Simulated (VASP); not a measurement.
# InSb (I-4m2) in VASP: further runs

InSb is run at these levels: PBEsol; tasks: single point.

Program: VASP 6.6.1. These are calculated values, not measurements. Logs are shortened: lines on timing, memory, paths and dates and some standing lists are left out, and cuts for length are marked.

### Step 1. The cell of the first run

Symmetry: I-4m2, No. 119, tetragonal system. Conventional cell: a = 4.649 Å, b = 4.649 Å, c = 6.284 Å, α = 90.00°, β = 90.00°, γ = 90.00°. In (site symmetry -4m2) has 4 Sb at 2.81 Å within 3.7 Å. Sb (site symmetry -4m2) has 4 In at 2.81 Å within 3.7 Å.

### Step 2. Single point, PBEsol (strain +0.015 along x and y, -0.030 along z)

INCAR

```
SYSTEM = InSb
PREC = Accurate ; ENCUT = 520
EDIFF = 1E-6 ; ISMEAR = 0
SIGMA = 0.15 ; LREAL = .False.
LASPH = .True. ; NELM = 60
ALGO = Normal ; ISIF = 2
LWAVE = .False. ; LCHARG = .False.
GGA = PS ; NBANDS = 16
```

KPOINTS

```
Automatic mesh
0
Gamma
  12 12 12
  0 0 0
```

POSCAR

```
InSb
1.0
    0.0000000000      3.2876865000      3.1419270000
    3.2876865000      0.0000000000      3.1419270000
    3.2876865000      3.2876865000      0.0000000000
In Sb
1 1
Direct
    0.0000000000      0.0000000000      0.0000000000
    0.7500000000      0.7500000000      0.7500000000
```

Potentials or basis: VASP PAW PBE potentials, release 64 (In_d, Sb).

Started as:

```sh
> cat potpaw_PBE.64/In_d/POTCAR potpaw_PBE.64/Sb/POTCAR > POTCAR
> mpirun -np 1 vasp_std > vasp.out
```

OUTCAR:

```text
SYSTEM = InSb
   PREC = Accurate
   ENCUT = 520
   EDIFF = 1E-6
   ISMEAR = 0
   LREAL = .False.
   LASPH = .True.
   NELM = 60
   ISIF = 2
   GGA = PS

 ion  position               nearest neighbor table
   1  0.000  0.000  0.000-   2 2.81   2 2.81   2 2.81   2 2.81
   2  0.750  0.750  0.750-   1 2.81   1 2.81   1 2.81   1 2.81

  LATTYP: Found a body centered tetragonal cell.
 ALAT       =     4.6494908371
 C/A-ratio  =     1.3515144389

  Lattice vectors:

 A1 = (   0.0000000000,  -3.2876865000,  -3.1419270000)
 A2 = (   0.0000000000,   3.2876865000,  -3.1419270000)
 A3 = (   3.2876865000,   0.0000000000,   3.1419270000)

Analysis of symmetry for initial positions (statically):
=====================================================================
 Subroutine PRICEL returns:
 Original cell was already a primitive cell.

 Routine SETGRP: Setting up the symmetry group for a
 body centered tetragonal supercell.

 Subroutine GETGRP returns: Found  8 space group operations
 (whereof  8 operations were pure point group operations)
 out of a pool of 16 trial point group operations.

The static configuration has the point symmetry D_2d.

Analysis of symmetry for dynamics (positions and initial velocities):
=====================================================================
 Subroutine PRICEL returns:
 Original cell was already a primitive cell.

 Routine SETGRP: Setting up the symmetry group for a
 body centered tetragonal supercell.

 Subroutine GETGRP returns: Found  8 space group operations
 (whereof  8 operations were pure point group operations)
 out of a pool of 16 trial point group operations.

The dynamic configuration has the point symmetry D_2d.

 Subroutine INISYM returns: Found  8 space group operations
 (whereof  8 operations are pure point group operations),
 and found     1 'primitive' translations

----------------------------------------------------------------------------------------

                                     Primitive cell

  volume of cell :      67.9214

  direct lattice vectors                    reciprocal lattice vectors
     0.000000000  3.287686500  3.141927000    -0.152082627  0.152082627  0.159138007
     3.287686500  0.000000000  3.141927000     0.152082627 -0.152082627  0.159138007
     3.287686500  3.287686500  0.000000000     0.152082627  0.152082627 -0.159138007

  length of vectors
     4.547591428  4.547591428  4.649490837     0.267550287  0.267550287  0.267550287

  position of ions in fractional coordinates (direct lattice)
     0.000000000  0.000000000  0.000000000
     0.750000000  0.750000000  0.750000000

  ion indices of the primitive-cell ions
   primitive index   ion index
                 1           1
                 2           2

----------------------------------------------------------------------------------------

 KPOINTS: Automatic mesh

Automatic generation of k-mesh.
 Grid dimensions read from file:
 generate k-points for:   12   12   12

 Generating k-lattice:

  Cartesian coordinates                     Fractional coordinates (reciprocal lattice)
    -0.012673552  0.012673552  0.013261501     0.083333333  0.000000000  0.000000000
     0.012673552 -0.012673552  0.013261501     0.000000000  0.083333333  0.000000000
     0.012673552  0.012673552 -0.013261501    -0.000000000 -0.000000000  0.083333333

  Length of vectors
     0.022295857  0.022295857  0.022295857

  Shift w.r.t. Gamma in fractional coordinates (k-lattice)
     0.000000000  0.000000000  0.000000000

 Subroutine IBZKPT returns following result:
 ===========================================

 Found    163 irreducible k-points:

 Following reciprocal coordinates:
            Coordinates               Weight
  0.000000  0.000000  0.000000      1.000000
  0.083333  0.000000  0.000000      8.000000
  0.166667  0.000000  0.000000      8.000000
  0.250000  0.000000  0.000000      8.000000
  0.333333  0.000000  0.000000      8.000000
  0.416667  0.000000  0.000000      8.000000
[... 16 lines left out ...]
  0.500000  0.166667  0.000000      8.000000
 -0.416667  0.166667  0.000000      8.000000
 [... further k-points ...]
   k-points           NKPTS =    163   k-points in BZ     NKDIM =    163   number of bands    NBANDS=     16
   number of dos      NEDOS =    301   number of ions     NIONS =      2
   total plane-waves  NPLWV =  46656
   dimension x,y,z NGX =    36 NGY =   36 NGZ =   36
   dimension x,y,z NGXF=    72 NGYF=   72 NGZF=   72
   ions per type =               1   1
   NGX,Y,Z   is equivalent  to a cutoff of  13.16, 13.16, 12.87 a.u.
   NGXF,Y,Z  is equivalent  to a cutoff of  26.32, 26.32, 25.74 a.u.
 SYSTEM =  InSb
   PREC   = accura    normal or accurate (medium, high low for compatibility)
   ISTART =      0    job   : 0-new  1-cont  2-samecut
   ICHARG =      2    charge: 1-file 2-atom 10-const
   ISPIN  =      1    spin polarized calculation?
   LNONCOLLINEAR =      F non collinear calculations
   LSORBIT =      F    spin-orbit coupling
   LASPH  =      T    aspherical Exc in radial PAW
   ENCUT  =  520.0 eV  38.22 Ry    6.18 a.u.   8.46  8.46  8.64*2*pi/ulx,y,z
   NELM   =     60;   NELMIN=  2; NELMDL= -5     # of ELM steps
   EDIFF  = 0.1E-05   stopping-criterion for ELM
   LREAL  =      F    real-space projection
   EDIFFG = 0.1E-04   stopping-criterion for IOM
   NSW    =      0    number of steps for IOM
   IBRION =     -1    ionic relax: 0-MD 1-quasi-New 2-CG
   NFREE  =      0    steps in history (QN), initial steepest desc. (CG)
   ISIF   =      2    stress and relaxation
   ISYM   =      2    0-nonsym 1-usesym 2-fastsym
   POTIM  = 0.5000    time-step for ionic-motion
   TEBEG  =    0.0;   TEEND  =   0.0 temperature during run
   PSTRESS=    0.0 pullay stress
   NELECT =      18.0000    total number of electrons
   NUPDOWN=      -1.0000    fix difference up-down
   EMIN   =  10.00;   EMAX   =-10.00  energy-range for DOS
   EFERMI =   0.00;   METHOD = LEGACY
   ISMEAR =     0;   SIGMA  =   0.15  broadening in eV -4-tet -1-fermi 0-gaus
   EFERMI_NEDOS =   21; number of points for ismear=-14 and -15
   IALGO  =     38    algorithm
   IMIX   =      4    mixing-type and parameters
     AMIX     =   0.40;   BMIX     =  1.00
     AMIX_MAG =   1.60;   BMIX_MAG =  1.00
  volume/ion in A,a.u.               =      33.96       229.18
  Fermi-wavevector in a.u.,A,eV,Ry     =   1.051550  1.987142 15.044750  1.105758
  Thomas-Fermi vector in A             =   2.186598
   LORBIT       =      0    0 simple, 1 ext, 2 COOP (PROOUT), +10 PAW based schemes
   GGA     = PS    functional components
   LHFCALC =     F    Hartree Fock is set to
   AEXX    =    0.0000 exact exchange contribution
   IVDW    =     0    specifies the selected vdW correction
   LEPSILON=     F    determine dielectric tensor
   LRPA    =     F    only Hartree local field effects (RPA)
 non-spin polarized calculation
 Gauss-broadening in eV      SIGMA  =   0.15
  energy-cutoff  :      520.00
  volume of cell :       67.92
 maximum number of plane-waves:      1851
 NGX is ok and might be reduce to    36
   NGX = 17   NGY = 17   NGZ = 17

 number of electron      17.9999994 magnetization

 Free energy of the ion-electron system (eV)
  ---------------------------------------------------
  ext. energy  EPLUGINS =         0.00000000
  ---------------------------------------------------
  free energy    TOTEN  =        -7.68938541 eV

  energy without entropy =       -7.68917426  energy(sigma->0) =       -7.68927984

 E-fermi :   5.1257     XC(G=0):  -8.8759

 val. band max:        5.1123740733   @ k =   0.0000   0.0000   0.0000
 cond. band min:       5.4238202044   @ k =   0.5000   0.0000   0.0000
 fundamental gap:      0.3114461311
 Fermi energy:         5.1257048951

 k-point     1 :       0.0000    0.0000    0.0000
  band No.  band energies     occupation
      1      -9.5730      2.00000
      2      -9.5730      2.00000
      3      -9.5644      2.00000
      4      -9.4869      2.00000
      5      -9.4811      2.00000
      6      -5.7792      2.00000
[... 8 lines left out ...]
     15      12.9248      0.00000
     16      13.4459      0.00000

 k-point     2 :       0.0833    0.0000    0.0000
  band No.  band energies     occupation
      1      -9.5751      2.00000
      2      -9.5715      2.00000
      3      -9.5643      2.00000
      4      -9.4872      2.00000
      5      -9.4811      2.00000
      6      -5.7154      2.00000
[... 8 lines left out ...]
     15      12.4395      0.00000
     16      12.8036      0.00000

 k-point     3 :       0.1667    0.0000    0.0000
  band No.  band energies     occupation
      1      -9.5832      2.00000
      2      -9.5674      2.00000
      3      -9.5615      2.00000
      4      -9.4876      2.00000
      5      -9.4809      2.00000
      6      -5.5287      2.00000
[... 8 lines left out ...]
     15      12.0789      0.00000
     16      12.4181      0.00000

 k-point     4 :       0.2500    0.0000    0.0000
  band No.  band energies     occupation
      1      -9.5953      2.00000
      2      -9.5623      2.00000
      3      -9.5568      2.00000
      4      -9.4879      2.00000
      5      -9.4802      2.00000
      6      -5.2366      2.00000
[... 8 lines left out ...]
     15      12.1563      0.00000
     16      12.3885      0.00000
[... 324 lines left out ...]
 k-point    22 :       0.4167    0.1667    0.0000
  band No.  band energies     occupation
      1      -9.6210      2.00000
      2      -9.5476      2.00000
      3      -9.5476      2.00000
      4      -9.4948      2.00000
      5      -9.4752      2.00000
      6      -4.5375      2.00000
[... 8 lines left out ...]
     15      13.6738      0.00000
     16      14.2990      0.00000

 k-point    23 :       0.5000    0.1667    0.0000
  band No.  band energies     occupation
      1      -9.6256      2.00000
      2      -9.5463      2.00000
      3      -9.5456      2.00000
      4      -9.4930      2.00000
      5      -9.4759      2.00000
      6      -4.2712      2.00000
[... 8 lines left out ...]
     15      14.0463      0.00000
     16      14.3168      0.00000

 k-point    24 :      -0.4167    0.1667    0.0000
  band No.  band energies     occupation
      1      -9.6250      2.00000
      2      -9.5473      2.00000
      3      -9.5451      2.00000
      4      -9.4905      2.00000
      5      -9.4778      2.00000
      6      -4.2441      2.00000
[... 8 lines left out ...]
     15      13.2255      0.00000
     16      13.6151      0.00000

 [... further k-points ...]
[... 5 lines left out ...]
  --------------------------------------------------------------------------------------
  -------------------------------------------------------------------------------------
  Total        0.2049203      0.2049203      0.6857425      0.0000000      0.0000000      0.0000000
  in kB        4.8337990      4.8337990     16.1757632      0.0000000      0.0000000      0.0000000
  external PRESSURE =       8.6144537 kB  Pullay stress =       0.0000000 kB

 VOLUME and BASIS-vectors are now :
 -----------------------------------------------------------------------------
  energy-cutoff  :      520.00
  volume of cell :       67.92
      direct lattice vectors                 reciprocal lattice vectors
     0.000000000  3.287686500  3.141927000    -0.152082627  0.152082627  0.159138007
     3.287686500  0.000000000  3.141927000     0.152082627 -0.152082627  0.159138007
     3.287686500  3.287686500  0.000000000     0.152082627  0.152082627 -0.159138007

 POSITION                                       TOTAL-FORCE (eV/Angst)
 -----------------------------------------------------------------------------------
      0.00000      0.00000      0.00000         0.000000      0.000000      0.000000
      4.93153      4.93153      4.71289         0.000000      0.000000      0.000000
 -----------------------------------------------------------------------------------
    total drift:                                0.000000      0.000000      0.000000

  FREE ENERGIE OF THE ION-ELECTRON SYSTEM (eV)
  ---------------------------------------------------
  free  energy   TOTEN  =        -7.6893854111 eV

  energy  without entropy=       -7.6891742635  energy(sigma->0) =       -7.68927984
```

Wall time 4.2 min (1 thread of Intel Xeon 8259CL, shared host); peak memory 0.34 GiB.

Results:

- Free energy: -7.6894 eV
- Pressure: 0.9 GPa

Caveat: the cell differs from its parent crystal (strain +0.015 along x and y, -0.030 along z); the PAW data sets were made with another functional, which shifts forces and pressure a little; spin-orbit coupling is left out, which moves the levels of the heavy elements.

### Step 3. Single point, PBEsol (strain +0.015 along x and y, -0.015 along z)

INCAR

```
PREC = Accurate ; ENCUT = 520
EDIFF = 1E-6 ; ISMEAR = 0
SIGMA = 0.15 ; LREAL = False
LASPH = True ; NELM = 100
ALGO = Normal ; ISIF = 2
LWAVE = False ; LCHARG = False
GGA = PS ; NBANDS = 16
```

KPOINTS

```
Automatic mesh
0
Gamma
  12 12 12
```

POSCAR

```
InSb
1.0
    0.0000000000      3.2876865000      3.1905135000
    3.2876865000      0.0000000000      3.1905135000
    3.2876865000      3.2876865000      0.0000000000
In Sb
1 1
Direct
    0.0000000000      0.0000000000      0.0000000000
    0.7500000000      0.7500000000      0.7500000000
```

Potentials or basis: VASP PAW PBE potentials, release 64 (In_d, Sb).

Started as:

```sh
> cat potpaw_PBE.64/In_d/POTCAR potpaw_PBE.64/Sb/POTCAR > POTCAR
> mpirun -np 1 vasp_std > vasp.out
```

Run time: 4.3 min. Hardware: 1 thread of Intel Xeon 8259CL, shared host; peak memory 0.34 GiB.

Results (log left out):

```yaml
Free_energy: -7.6972 eV
Pressure: 0.2 GPa
```

Stress tensor (GPa, compression positive):
```
-0.08  0.00  0.00
 0.00 -0.08  0.00
 0.00  0.00  0.70
```

Levels at points of the mesh, in eV from the Fermi level:
```csv
k point,band 6,band 7,band 8,band 9,band 10,band 11,band 12,band 13
"(0.00, 0.00, 0.00)",-10.79,-0.48,-0.18,-0.18,-0.04,2.76,2.83,2.83
"(0.50, 0.00, 0.00)",-9.45,-5.72,-1.22,-1.03,0.30,3.57,3.73,5.84
"(0.50, 0.50, 0.00)",-8.80,-5.93,-2.47,-2.47,1.00,1.06,7.92,7.92
"(0.50, 0.00, 0.50)",-8.88,-6.06,-2.32,-2.30,1.20,1.21,7.80,7.92
```

Caveat: the cell differs from its parent crystal (strain +0.015 along x and y, -0.015 along z); the PAW data sets were made with another functional, which shifts forces and pressure a little; spin-orbit coupling is left out, which moves the levels of the heavy elements.

### Step 4. Single point, PBEsol (strain +0.030 along x and y, -0.015 along z)

INCAR

```
SYSTEM = InSb
  PREC = Accurate
  ENCUT = 520
  EDIFF = 1E-7
  ISMEAR = 0
  SIGMA = 0.15
  LREAL = .FALSE.
  LASPH = .TRUE.
  NELM = 60
  ALGO = Normal
  ISIF = 2
  LWAVE = .FALSE.
  LCHARG = .TRUE.
  GGA = PS
  LELF = .TRUE.
  LVHAR = .TRUE.
  NBANDS = 16
```

KPOINTS

```
regular mesh
0
G
  12 12 12
  0 0 0
```

POSCAR

```
InSb
1.0
    0.0000000000      3.3362730000      3.1905135000
    3.3362730000      0.0000000000      3.1905135000
    3.3362730000      3.3362730000      0.0000000000
In Sb
1 1
Direct
    0.0000000000      0.0000000000      0.0000000000
    0.7500000000      0.7500000000      0.7500000000
```

Started as:

```sh
> cat potpaw_PBE.64/In_d/POTCAR potpaw_PBE.64/Sb/POTCAR > POTCAR
> mpirun -np 1 vasp_std > vasp.out
```

Run time: 4.6 min. Hardware: 1 thread of Intel Xeon 8259CL, shared host; peak memory 0.35 GiB.

Results (log left out):

| Property | Result |
| --- | --- |
| Free energy | -7.6878 eV |
| Pressure | -1.0 GPa |

Stress tensor (GPa, compression positive):
```
-1.41  0.00  0.00
 0.00 -1.41  0.00
 0.00  0.00 -0.26
```

Levels at points of the mesh, in eV from the Fermi level:
| k point | band 5 | band 6 | band 7 | band 8 | band 9 | band 10 | band 11 | band 12 | band 13 | band 14 |
| --- | --- | --- | --- | --- | --- | --- | --- | --- | --- | --- |
| (0.00, 0.00, 0.00) | -14.52 | -10.62 | -0.67 | -0.22 | -0.22 | -0.02 | 2.73 | 2.83 | 2.83 | 5.38 |
| (0.50, 0.00, 0.00) | -14.52 | -9.36 | -5.60 | -1.23 | -0.96 | 0.23 | 3.52 | 3.75 | 5.85 | 7.73 |
| (0.50, 0.50, 0.00) | -14.51 | -8.73 | -5.79 | -2.43 | -2.43 | 0.93 | 1.05 | 7.74 | 7.74 | 8.42 |
| (0.50, 0.00, 0.50) | -14.52 | -8.84 | -5.97 | -2.22 | -2.19 | 1.25 | 1.25 | 7.55 | 7.71 | 8.15 |

Caveat: the cell differs from its parent crystal (strain +0.030 along x and y, -0.015 along z); the PAW data sets were made with another functional, which shifts forces and pressure a little; spin-orbit coupling is left out, which moves the levels of the heavy elements.

### Step 5. The runs side by side

| cell | pressure (GPa) |
| --- | --- |
| a = 4.548, b = 4.548, c = 4.649 Å, angles 59.3, 59.3, 61.5°, 2 atoms | 0.9 |
| a = 4.581, b = 4.581, c = 4.649 Å, angles 59.5, 59.5, 61.0°, 2 atoms | 0.2 |
| a = 4.616, b = 4.616, c = 4.718 Å, angles 59.3, 59.3, 61.5°, 2 atoms | -1.0 |

Alike in all rows: task single point; level PBEsol; potentials or basis VASP PAW PBE potentials, release 64 (In_d, Sb); no spin polarisation; k mesh 12 × 12 × 12; cutoff (eV) 520; smearing gaussian 0.15 eV.

Caveats: the PAW data sets were made with another functional, which shifts forces and pressure a little; spin-orbit coupling is left out, which moves the levels of the heavy elements.

Total energies depend on the potentials used, so only differences within one code and one set of settings carry meaning.
